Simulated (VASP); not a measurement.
# CdS in VASP: a series of runs, part 2 of 2

VASP 6.6.1.

**3. Single point, LDA, non-collinear spin, zero start, spin-orbit coupling**

File INCAR:

```
SYSTEM = CdS
ALGO = Normal
EDIFF = 1E-6
ENCUT = 520
GGA_COMPAT = .FALSE.
ISIF = 2
ISMEAR = -1
LASPH = .TRUE.
LCHARG = .TRUE.
LORBIT = 11
LORBMOM = .TRUE.
LREAL = .FALSE.
LSORBIT = .TRUE.
LVHAR = .TRUE.
LWAVE = .FALSE.
MAGMOM = 0 0 0 0 0 0
NBANDS = 30
NELM = 150
PREC = Accurate
SIGMA = 0.05
```

File KPOINTS:

```
k-points
0
G
  5 5 4
  0 0 0
```

File POSCAR:

```
CdS
1.0
    4.2611695877      0.0000000000      0.0000000000
   -2.1305847939      3.6902811128      0.0000000000
    0.0000000000      0.0000000000      5.8041729400
Cd S
1 1
Direct
    0.0000000000      0.0000000000      0.4426919200
    0.6666666667      0.3333333333      0.4343080800
```

Potentials or basis: VASP PAW LDA potentials, release 64 (Cd, S).

Run with:

```
> cat potpaw_LDA.64/Cd/POTCAR potpaw_LDA.64/S/POTCAR > POTCAR
> mpirun -np 1 vasp_ncl > vasp.out
```

OUTCAR:

```text
SYSTEM = CdS
   EDIFF = 1E-6
   ENCUT = 520
   ISIF = 2
   ISMEAR = -1
   LASPH = .TRUE.
   LORBIT = 11
   LREAL = .FALSE.
   LSORBIT = .TRUE.
   NELM = 150
   PREC = Accurate

 ion  position               nearest neighbor table
   1  0.000  0.000  0.443-   2 2.46   2 2.46   2 2.46
   2  0.667  0.333  0.434-   1 2.46   1 2.46   1 2.46

  LATTYP: Found a hexagonal cell.
 ALAT       =     4.2611695877
 C/A-ratio  =     1.3621079426

  Lattice vectors:

 A1 = (   4.2611695877,   0.0000000000,   0.0000000000)
 A2 = (  -2.1305847939,   3.6902811128,   0.0000000000)
 A3 = (   0.0000000000,   0.0000000000,   5.8041729400)

Analysis of symmetry for initial positions (statically):
=====================================================================
 Subroutine PRICEL returns:
 Original cell was already a primitive cell.

 Routine SETGRP: Setting up the symmetry group for a
 hexagonal supercell.

 Subroutine GETGRP returns: Found  6 space group operations
 (whereof  6 operations were pure point group operations)
 out of a pool of 24 trial point group operations.

The static configuration has the point symmetry C_3v.

Analysis of symmetry for dynamics (positions and initial velocities):
=====================================================================
 Subroutine PRICEL returns:
 Original cell was already a primitive cell.

 Routine SETGRP: Setting up the symmetry group for a
 hexagonal supercell.

 Subroutine GETGRP returns: Found  6 space group operations
 (whereof  6 operations were pure point group operations)
 out of a pool of 24 trial point group operations.

The dynamic configuration has the point symmetry C_3v.

Analysis of structural, dynamic, and magnetic symmetry:
=====================================================================
 Subroutine PRICEL returns:
 Original cell was already a primitive cell.

 Routine SETGRP: Setting up the symmetry group for a
 hexagonal supercell.

 Subroutine GETGRP returns: Found  6 space group operations
 (whereof  6 operations were pure point group operations)
 out of a pool of 24 trial point group operations.

The overall configuration has the point symmetry C_3v.

 Subroutine INISYM returns: Found  6 space group operations
 (whereof  6 operations are pure point group operations),
 and found     1 'primitive' translations

----------------------------------------------------------------------------------------

                                     Primitive cell

  volume of cell :      91.2701

  direct lattice vectors                    reciprocal lattice vectors
     4.261169588  0.000000000  0.000000000     0.234677353  0.135491033  0.000000000
    -2.130584794  3.690281113  0.000000000     0.000000000  0.270982066  0.000000000
     0.000000000  0.000000000  5.804172940     0.000000000  0.000000000  0.172289835

  length of vectors
     4.261169588  4.261169588  5.804172940     0.270982066  0.270982066  0.172289835

  position of ions in fractional coordinates (direct lattice)
     0.000000000  0.000000000  0.442691920
     0.666666667  0.333333333  0.434308080

  ion indices of the primitive-cell ions
   primitive index   ion index
                 1           1
[... 928 lines left out ...]
  --------------------------------------------------------------------------------------
  -------------------------------------------------------------------------------------
  Total       -1.9222083     -1.9222083     -0.0619203      0.0000000      0.0000000      0.0000000
  in kB      -33.7429003    -33.7429003     -1.0869644      0.0000000      0.0000000      0.0000000
  external PRESSURE =     -22.8575883 kB  Pullay stress =       0.0000000 kB

 VOLUME and BASIS-vectors are now :
 -----------------------------------------------------------------------------
  energy-cutoff  :      520.00
  volume of cell :       91.27
      direct lattice vectors                 reciprocal lattice vectors
     4.261169588  0.000000000  0.000000000     0.234677353  0.135491033  0.000000000
    -2.130584794  3.690281113  0.000000000     0.000000000  0.270982066  0.000000000
     0.000000000  0.000000000  5.804172940     0.000000000  0.000000000  0.172289835

 POSITION                                       TOTAL-FORCE (eV/Angst)
 -----------------------------------------------------------------------------------
      0.00000      0.00000      2.56946         0.000000      0.000000     -0.022610
      2.13058      1.23009      2.52080        -0.000000     -0.000000      0.022610
 -----------------------------------------------------------------------------------
    total drift:                                0.000000     -0.000000      0.000051

  FREE ENERGIE OF THE ION-ELECTRON SYSTEM (eV)
  ---------------------------------------------------
  free  energy   TOTEN  =        -6.6199848881 eV

  energy  without entropy=       -6.6199845945  energy(sigma->0) =       -6.61998474

 orbital moment (x)

 # of ion     p       d       tot
 ----------------------------------------
  1         0.000  -0.000  -0.000
  2         0.000   0.000   0.000
 ----------------------------------------
            0.000  -0.000  -0.000

 orbital moment (y)

 # of ion     p       d       tot
 ----------------------------------------
  1        -0.000   0.000   0.000
  2         0.000   0.000   0.000
 ----------------------------------------
           -0.000   0.000   0.000

 orbital moment (z)

 # of ion     p       d       tot
 ----------------------------------------
  1         0.000  -0.000  -0.000
  2         0.000   0.000   0.000
 ----------------------------------------
            0.000  -0.000  -0.000

 Spin-Orbit-Coupling matrix elements

 Ion:    1  E_soc:     -0.0594361
 l=   1
     0.0000000    -0.0023474    -0.0030732
    -0.0023474     0.0000000    -0.0023474
    -0.0030732    -0.0023474     0.0000000
 l=   2
     0.0000000    -0.0014561     0.0000000    -0.0014561    -0.0059799
    -0.0014561     0.0000000    -0.0043624    -0.0014207    -0.0014561
     0.0000000    -0.0043624     0.0000000    -0.0043624     0.0000000
    -0.0014561    -0.0014207    -0.0043624     0.0000000    -0.0014561
    -0.0059799    -0.0014561     0.0000000    -0.0014561     0.0000000
 l=   3
     0.0000000     0.0000000     0.0000000     0.0000000     0.0000000     0.0000000     0.0000000
     0.0000000     0.0000000     0.0000000     0.0000000     0.0000000     0.0000000     0.0000000
     0.0000000     0.0000000     0.0000000     0.0000000     0.0000000     0.0000000     0.0000000
     0.0000000     0.0000000     0.0000000     0.0000000     0.0000000     0.0000000     0.0000000
     0.0000000     0.0000000     0.0000000     0.0000000     0.0000000     0.0000000     0.0000000
     0.0000000     0.0000000     0.0000000     0.0000000     0.0000000     0.0000000     0.0000000
     0.0000000     0.0000000     0.0000000     0.0000000     0.0000000     0.0000000     0.0000000

 Ion:    2  E_soc:     -0.0023268
 l=   1
     0.0000000    -0.0004065    -0.0003504
    -0.0004065     0.0000000    -0.0004065
    -0.0003504    -0.0004065     0.0000000
 l=   2
     0.0000000     0.0000000     0.0000000     0.0000000     0.0000000
     0.0000000     0.0000000     0.0000000     0.0000000     0.0000000
     0.0000000     0.0000000     0.0000000     0.0000000     0.0000000
     0.0000000     0.0000000     0.0000000     0.0000000     0.0000000
     0.0000000     0.0000000     0.0000000     0.0000000     0.0000000
 l=   3
     0.0000000     0.0000000     0.0000000     0.0000000     0.0000000     0.0000000     0.0000000
     0.0000000     0.0000000     0.0000000     0.0000000     0.0000000     0.0000000     0.0000000
     0.0000000     0.0000000     0.0000000     0.0000000     0.0000000     0.0000000     0.0000000
     0.0000000     0.0000000     0.0000000     0.0000000     0.0000000     0.0000000     0.0000000
     0.0000000     0.0000000     0.0000000     0.0000000     0.0000000     0.0000000     0.0000000
     0.0000000     0.0000000     0.0000000     0.0000000     0.0000000     0.0000000     0.0000000
     0.0000000     0.0000000     0.0000000     0.0000000     0.0000000     0.0000000     0.0000000

 total charge

# of ion       s       p       d       tot
------------------------------------------
    1        0.462   0.299   9.543  10.305
    2        1.315   2.370   0.000   3.686
--------------------------------------------------
tot          1.777   2.670   9.543  13.990

 magnetization (x)

# of ion       s       p       d       tot
------------------------------------------
    1        0.000   0.000   0.000   0.000
    2        0.000   0.000   0.000   0.000
--------------------------------------------------
tot          0.000   0.000   0.000   0.000

 magnetization (y)

# of ion       s       p       d       tot
------------------------------------------
    1        0.000   0.000   0.000   0.000
    2        0.000   0.000   0.000   0.000
--------------------------------------------------
tot          0.000   0.000   0.000   0.000

 magnetization (z)

# of ion       s       p       d       tot
------------------------------------------
    1        0.000   0.000   0.000   0.000
    2        0.000   0.000   0.000   0.000
--------------------------------------------------
tot          0.000   0.000   0.000   0.000
```

OSZICAR:

```text
N       E                     dE             d eps       ncg     rms          rms(c)
DAV:   1     0.115794347831E+03    0.11579E+03   -0.77509E+03  1688   0.100E+03
DAV:   2     0.635743399193E+00   -0.11516E+03   -0.11014E+03  1912   0.257E+02
DAV:   3    -0.725568176954E+01   -0.78914E+01   -0.78278E+01  1942   0.647E+01
DAV:   4    -0.736911487298E+01   -0.11343E+00   -0.11335E+00  1968   0.767E+00
DAV:   5    -0.737136476181E+01   -0.22499E-02   -0.22498E-02  2138   0.105E+00    0.761E+00
DAV:   6    -0.666254563246E+01    0.70882E+00   -0.11316E+00  2310   0.136E+01    0.578E+00
DAV:   7    -0.662958068162E+01    0.32965E-01   -0.36255E-01  1914   0.400E+00    0.285E+00
DAV:   8    -0.662163357966E+01    0.79471E-02   -0.54903E-02  1954   0.274E+00    0.492E-01
DAV:   9    -0.661948986275E+01    0.21437E-02   -0.84109E-03  2020   0.133E+00    0.209E-01
DAV:  10    -0.661977290765E+01   -0.28304E-03   -0.12384E-03  1914   0.253E-01    0.115E-01
DAV:  11    -0.661993041100E+01   -0.15750E-03   -0.55592E-04  1944   0.271E-01    0.598E-02
DAV:  12    -0.661997749251E+01   -0.47082E-04   -0.12097E-04  1854   0.114E-01    0.151E-02
DAV:  13    -0.661998110693E+01   -0.36144E-05   -0.93065E-06  1992   0.239E-02    0.107E-02
DAV:  14    -0.661998451370E+01   -0.34068E-05   -0.13048E-06  1610   0.679E-03    0.464E-03
DAV:  15    -0.661998488808E+01   -0.37437E-06   -0.58587E-07  1556   0.823E-03
   1 F= -.66199849E+01 E0= -.66199847E+01  d E =-.293582E-06  mag=    -0.0000     0.0000     0.0000
```

stdout:

```text
POSCAR found type information on POSCAR CdS
 POSCAR found :  2 types and       2 ions
 scaLAPACK will be used
 LDA part: xc-table for (Slater(with rela. corr.)+CA(PZ))
 , standard interpolation
 POSCAR, INCAR and KPOINTS ok, starting setup
 FFT: planning ... GRIDC
 FFT: planning ... GRID_SOFT
 FFT: planning ... GRID
 WAVECAR not read
 entering main loop
```

It took 2.7 min on 1 thread of Intel Xeon Platinum 8259CL at 2.50GHz (Skylake/Cascade Lake), shared host; peak memory 0.36 GiB.

Results:

| Quantity | Value |
| --- | --- |
| Free energy | -6.6200 eV |
| Pressure | -2.3 GPa |
| Largest force | 0.023 eV/Å |
| Net moment | 0.00 μB per cell |
| Valence electrons inside the program's atomic spheres | Cd 10.30; S 3.69 |

Forces in eV/Å, atoms in the order of the input:
```
Cd   0.000  0.000 -0.023
S    0.000  0.000  0.023
```

Stress tensor (GPa, compression positive):
```
-3.37  0.00  0.00
 0.00 -3.37  0.00
 0.00  0.00 -0.11
```

Moments on the atoms (μB; x, y, z):
```
Cd  0.00 0.00 0.00
S   0.00 0.00 0.00
```

**4. Single point, HF**

This run uses another cell than the first one.

File POSCAR:

```
CdS
1.0
    4.3256482768      0.0000000000      0.0000000000
   -2.1628241384      3.7461212955      0.0000000000
    0.0000000000      0.0000000000      7.9094515153
Cd S
1 1
Direct
    0.0000000000      0.0000000000      0.4384965598
    0.6666666667      0.3333333333      0.4385034402
```

File INCAR.step1:

```
SYSTEM = CdS
ALGO     = Normal         ! electronic algorithm
EDIFF    = 1E-5           ! SCF threshold, eV
ENCUT    = 520            ! plane-wave cutoff, eV
GGA      = PE             ! functional
ISIF     = 2              ! what is computed and relaxed
ISMEAR   = -1             ! smearing method
LASPH    = .True.         ! aspherical terms in the spheres
LCHARG   = .False.        ! write CHGCAR
LREAL    = .False.        ! projectors in reciprocal space
LWAVE    = .True.         ! write WAVECAR
NBANDS   = 16             ! bands
NELM     = 80             ! most SCF steps
PREC     = Accurate       ! precision mode
SIGMA    = 0.05           ! smearing width, eV
```

File INCAR.step2:

```
SYSTEM = CdS
AEXX     = 1.0            ! exact-exchange fraction
AGGAC    = 0.0          
ALDAC    = 0.0          
ALGO     = Normal         ! electronic algorithm
EDIFF    = 1E-6           ! SCF threshold, eV
ENCUT    = 520            ! plane-wave cutoff, eV
GGA      = PE             ! functional
ISIF     = 2              ! what is computed and relaxed
ISMEAR   = -1             ! smearing method
ISTART   = 1            
LASPH    = .True.         ! aspherical terms in the spheres
LCHARG   = .False.        ! write CHGCAR
LHFCALC  = .True.         ! exact exchange
LREAL    = .False.        ! projectors in reciprocal space
LWAVE    = .False.        ! write WAVECAR
NBANDS   = 16             ! bands
NELM     = 80             ! most SCF steps
PREC     = Accurate       ! precision mode
PRECFOCK = Normal       
SIGMA    = 0.05           ! smearing width, eV
```

File KPOINTS:

```
k-points
0
Gamma
  4 4 3
  0 0 0
```

Potentials or basis: VASP PAW PBE potentials, release 64 (Cd, S).

Run with:

```
> cat potpaw_PBE.64/Cd/POTCAR potpaw_PBE.64/S/POTCAR > POTCAR
> cp INCAR.step1 INCAR
> mpirun -np 1 vasp_std > vasp.out
> cp INCAR.step2 INCAR
> mpirun -np 1 vasp_std > vasp.out
```

It took 18 min on 1 thread of AMD EPYC 7R43 (Zen 3), shared host; peak memory 0.22 GiB.

Results (log left out):

```yaml
Free_energy: -12.4548 eV
Pressure: -0.1 GPa
Band_gap_on_the_k_mesh: 8.44 eV
```

Levels at points of the mesh, in eV from the valence-band top:
```
           k point  band 5  band 6  band 7  band 8  band 9  band 10  band 11  band 12  band 13  band 14
(0.00, 0.00, 0.00)  -11.59  -11.25   -1.60    0.00    0.00     8.44    10.53    12.27    14.72    14.72
(0.50, 0.00, 0.00)  -11.61  -10.94   -4.08   -1.43   -0.57    10.96    11.35    12.13    12.66    14.92
```

Caveat: the PAW data sets were made with another functional, which shifts forces and pressure a little; an odd mesh through Γ misses points on the zone boundary, where band edges can lie.

**5. Single point, RPBE (cell strained by +1.0% along z)**

File INCAR:

```
SYSTEM = CdS
ALGO = Normal
EDIFF = 1E-8
EFERMI = MIDGAP
ENCUT = 720
GGA = RP
GGA_COMPAT = .False.
ISIF = 2
ISMEAR = 0
LASPH = .True.
LCHARG = .False.
LREAL = .False.
LWAVE = .False.
NBANDS = 29
NELM = 120
PREC = Accurate
SIGMA = 0.03
```

File KPOINTS:

```
Automatic mesh
0
Gamma
  12 12 8
  0 0 0
```

File POSCAR:

```
CdS
1.0
    4.2611695877      0.0000000000      0.0000000000
   -2.1305847939      3.6902811128      0.0000000000
    0.0000000000      0.0000000000      5.8622146694
Cd S
1 1
Direct
    0.0000000000      0.0000000000      0.4426919200
    0.6666666700      0.3333333300      0.4411996700
```

Run with:

```
> cat potpaw_PBE.64/Cd/POTCAR potpaw_PBE.64/S/POTCAR > POTCAR
> mpirun -np 1 vasp_std > vasp.out
```

Run time: 5.2 min. Hardware: 1 thread of Intel Xeon 6975P-C (Granite Rapids), shared host; peak memory 0.6 GiB.

The run converged. Its results:

```yaml
Free_energy: -5.1698 eV
Pressure: 0.9 GPa
Band_gap_on_the_k_mesh: 1.59 eV
```

Stress tensor (GPa, compression positive):
```
1.30 0.00 0.00
0.00 1.30 0.00
0.00 0.00 0.03
```

Levels at points of the mesh, in eV from the valence-band top:
```
           k point  band 7  band 8  band 9  band 10  band 11  band 12
(0.00, 0.00, 0.00)   -1.05    0.00    0.00     1.59     5.50     6.99
(0.50, 0.00, 0.00)   -3.53   -1.29   -0.18     3.80     5.23     6.79
(0.00, 0.00, 0.50)   -1.25    0.00    0.00     1.88     5.00     7.04
(0.50, 0.00, 0.50)   -3.51   -1.28   -0.28     3.97     4.33     7.73
```

Caveat: the cell differs from its parent crystal (cell strained by +1.0% along z); the PAW data sets were made with another functional, which shifts forces and pressure a little.

**6. Overview**

```tsv
level	potentials or basis	spin	cell	k mesh	cutoff (eV)	smearing	dipole correction	grid for exact exchange (PRECFOCK)	share of exact exchange	tolerance level	purpose	gap on the mesh (eV)	pressure (GPa)	moment (μB)
PBE	VASP PAW PBE potentials, release 64 (Cd, S)	non-collinear, zero start, SOC	a = 4.261, b = 4.261, c = 5.804 Å, angles 90.0, 90.0, 120.0°, 2 atoms, atomic positions A	5 × 5 × 4	520	fermi-dirac 0.05 eV	no	-	-	-	-	-	-0.1	0.00
LDA	VASP PAW LDA potentials, release 64 (Cd, S)	non-collinear, zero start, SOC	a = 4.261, b = 4.261, c = 5.804 Å, angles 90.0, 90.0, 120.0°, 2 atoms, atomic positions A	5 × 5 × 4	520	fermi-dirac 0.05 eV	no	-	-	-	-	-	-2.3	0.00
HF	VASP PAW PBE potentials, release 64 (Cd, S)	off	a = 4.326, b = 4.326, c = 7.909 Å, angles 90.0, 90.0, 120.0°, 2 atoms, atomic positions B	4 × 4 × 3	520	fermi-dirac 0.05 eV	no	Normal	1	-	-	8.44	-0.1	-
RPBE	VASP PAW PBE potentials, release 64 (Cd, S)	off	a = 4.261, b = 4.261, c = 5.862 Å, angles 90.0, 90.0, 120.0°, 2 atoms, atomic positions B	12 × 12 × 8	720	gaussian 0.03 eV	-	-	-	tight	forces	1.59	0.9	-
```

Alike in all rows: task single point.

Caveats: the PAW data sets were made with another functional, which shifts forces and pressure a little (at least some runs); an odd mesh through Γ misses points on the zone boundary, where band edges can lie (at least some runs).

Absolute energies hang on the potentials; compare differences alone.
